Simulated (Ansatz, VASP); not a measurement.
## C: VASP beside Ansatz

Contents of INCAR:

```
ALGO = Normal
EDIFF = 1E-6
ENCUT = 600
GGA = PE
GGA_COMPAT = False
ISIF = 2
ISMEAR = 0
LASPH = True
LCHARG = True
LELF = True
LREAL = False
LVHAR = True
LWAVE = False
NBANDS = 11
NELM = 120
PREC = Accurate
SIGMA = 0.01
```

KPOINTS

```
k-points
0
Gamma
  9 9 9
```

POSCAR

```
C
1.0
    0.0198051387      1.7788210906      1.7788210906
    1.7788210906      0.0198051387      1.7788210906
    1.7788210906      1.7788210906      0.0198051387
C
2
Direct
    0.0001450983      0.0001450983      0.0001450983
    0.2498549017      0.2498549017      0.2498549017
```

Input for Ansatz:

```yaml
crystal:
  lattice:
    - [0.0198051387, 1.7788210906, 1.7788210906]
    - [1.7788210906, 0.0198051387, 1.7788210906]
    - [1.7788210906, 1.7788210906, 0.0198051387]
  atoms:
    - { symbol: C, position: [0.0001450983, 0.0001450983, 0.0001450983] }
    - { symbol: C, position: [0.2498549017, 0.2498549017, 0.2498549017] }
basis:
  ecutwfc: 420
kpoints:
  mp_grid: { grid: [9, 9, 9] }
  band_path:
    path:
      - [0.0, 0.0, 0.0]
      - [0.0, 0.0, 0.0]
      - [0.0, 0.0, 0.0]
      - [0.0, 0.0, 0.0]
      - [0.0, 0.0, 0.0]
      - [0.0, 0.0, 0.0]
      - [0.0, 0.0, 0.0]
      - [0.0, 0.0, 0.0]
      - [0.0, 0.0, 0.0]
      - [0.0, 0.0, 0.0]
      - [0.0, 0.0, 0.0]
      - [0.0, 0.0, 0.0]
      - [0.0, 0.0, 0.0]
      - [0.0, 0.0, 0.0]
      - [0.0, 0.0, 0.0]
      - [0.0, 0.0, 0.0]
      - [0.0, 0.0, 0.0]
      - [0.0, 0.0, 0.0]
      - [0.0, 0.0, 0.0]
      - [0.0, 0.0, 0.0]
      - [0.0, 0.0, 0.0]
      - [0.0, 0.0, 0.0]
      - [0.0, 0.0, 0.0]
      - [0.0, 0.0, 0.0]
      - [0.0, 0.0, 0.0]
      - [0.0, 0.0, 0.0]
      - [0.3, 0.3, 0.0]
      - [0.3166666667, 0.3166666667, 0.0]
      - [0.3333333333, 0.3333333333, 0.0]
      - [0.35, 0.35, 0.0]
      - [0.3666666667, 0.3666666667, 0.0]
      - [0.3833333333, 0.3833333333, 0.0]
      - [0.4, 0.4, 0.0]
      - [0.4166666667, 0.4166666667, 0.0]
      - [0.4333333333, 0.4333333333, 0.0]
      - [0.45, 0.45, 0.0]
      - [0.4666666667, 0.4666666667, 0.0]
      - [0.4833333333, 0.4833333333, 0.0]
      - [0.5, 0.5, 0.0]
      - [0.0, 0.3, 0.3]
      - [0.0, 0.3166666667, 0.3166666667]
      - [0.0, 0.3333333333, 0.3333333333]
      - [0.0, 0.35, 0.35]
      - [0.0, 0.3666666667, 0.3666666667]
      - [0.0, 0.3833333333, 0.3833333333]
      - [0.0, 0.4, 0.4]
      - [0.0, 0.4166666667, 0.4166666667]
      - [0.0, 0.4333333333, 0.4333333333]
      - [0.0, 0.45, 0.45]
      - [0.0, 0.4666666667, 0.4666666667]
      - [0.0, 0.4833333333, 0.4833333333]
      - [0.0, 0.5, 0.5]
      - [0.5, 0.5, 0.5]
      - [0.5, 0.5, 0.5]
      - [0.5, 0.5, 0.5]
      - [0.5, 0.5, 0.5]
      - [0.5, 0.5, 0.5]
      - [0.5, 0.5, 0.5]
      - [0.5, 0.5, 0.5]
      - [0.5, 0.5, 0.5]
      - [0.5, 0.5, 0.5]
      - [0.5, 0.5, 0.5]
      - [0.5, 0.5, 0.5]
      - [0.5, 0.5, 0.5]
      - [0.5, 0.5, 0.5]
      - [0.0, 0.0, 0.5]
      - [0.0, 0.0, 0.5]
      - [0.0, 0.0, 0.5]
      - [0.0, 0.0, 0.5]
      - [0.0, 0.0, 0.5]
      - [0.0, 0.0, 0.5]
      - [0.0, 0.0, 0.5]
      - [0.0, 0.0, 0.5]
      - [0.0, 0.0, 0.5]
      - [0.0, 0.0, 0.5]
      - [0.0, 0.0, 0.5]
      - [0.0, 0.0, 0.5]
      - [0.0, 0.0, 0.5]
    npoints: 1
hamiltonian:
  xc: pbe
  pseudopotentials: { kind: paw, azcp: { folder: soft_1 } }
scf:
  occupations: { method: fixed }
  n_extra_bands: 5
output:
  eigenvalues: true
```

Alike in both runs: task single point; functional PBE; k mesh 9 × 9 × 9; no spin polarisation.

```csv
,VASP,Ansatz
version,VASP 6.6.1,Ansatz 0.2.0
potentials or method,"VASP PAW PBE potentials, release 64 (C), cutoff 600 eV","scalar-relativistic, plane waves, PAW"
occupations,"gaussian, width 0.01 eV",fixed
valence electrons in the cell,8,8
```

Ansatz gave:

* gap on the k mesh at the Fermi level (eV): 4.19
* least direct gap on the mesh (eV): 5.30

Q: Estimate VASP's values.

A: gap on the k mesh at the Fermi level (eV): 4.18; least direct gap on the mesh (eV): 5.30.
